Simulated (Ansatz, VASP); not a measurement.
# In: VASP beside Ansatz

```
CELL_PARAMETERS angstrom
-1.93342 1.93342 1.93342
1.93342 -1.93342 1.93342
1.93342 1.93342 -1.93342
ATOMIC_POSITIONS crystal
In 0.00000 0.00000 0.00000
```

Alike in both runs: task single point; functional PBE; k mesh 13 × 13 × 13; occupations fermi-dirac, width 0.1 eV; no spin polarisation.

|  | VASP | Ansatz |
| --- | --- | --- |
| version | VASP 6.6.1 | Ansatz 0.2.0 |
| potentials or method | VASP PAW PBE potentials, release 64 (In_d), cutoff 520 eV | plane waves (420 eV) with PAW, scalar-relativistic |
| valence electrons in the cell | 13 | 13 |

```tsv
	VASP	Ansatz	Ansatz less VASP
pressure (GPa)	-1.3	-1.3	+0.04
```
